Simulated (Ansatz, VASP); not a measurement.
# Two plane-wave programs on Mg2NCl

```
CELL_PARAMETERS angstrom
1.52160 0.87850 7.15038
-1.52160 0.87850 7.15038
0.00000 -1.75700 7.15038
ATOMIC_POSITIONS crystal
Mg 0.22282 0.22282 0.22282
Mg 0.77719 0.77719 0.77719
N 0.50000 0.50000 0.50000
Cl 0.00000 0.00000 0.00000
```

Alike in both runs: task single point; functional PBE; k mesh 12 × 12 × 12; occupations gaussian, width 0.05 eV; no spin polarisation.

|  | VASP | Ansatz |
| --- | --- | --- |
| version | VASP 6.6.1 | Ansatz 0.2.0 |
| potentials or method | VASP PAW PBE potentials, release 64 (Mg, N, Cl), cutoff 520 eV | scalar-relativistic, plane waves, PAW |
| valence electrons in the cell | 16 | 32 |

|  | VASP | Ansatz | Ansatz less VASP |
| --- | --- | --- | --- |
| gap on the k mesh at the Fermi level (eV) | none | none | - |
| pressure (GPa) | 4.8 | 5.1 | +0.24 |
| traceless stress, the component that is largest in VASP (GPa) | -33.74 | -33.66 | +0.086 |
| rms of the force components (eV/Å) | 0.485 | 0.468 | -0.0163 |

Atom by atom the forces differ by 0.016 eV/Å (rms over components). A gap of «none» marks a metal or a gap that the smearing closes. With one functional, cell and mesh, what is left measures potentials, basis and numerics. VASP's potentials hold 16 valence electrons a cell and Ansatz's 32, so a difference there can come from the potentials and not from the codes.
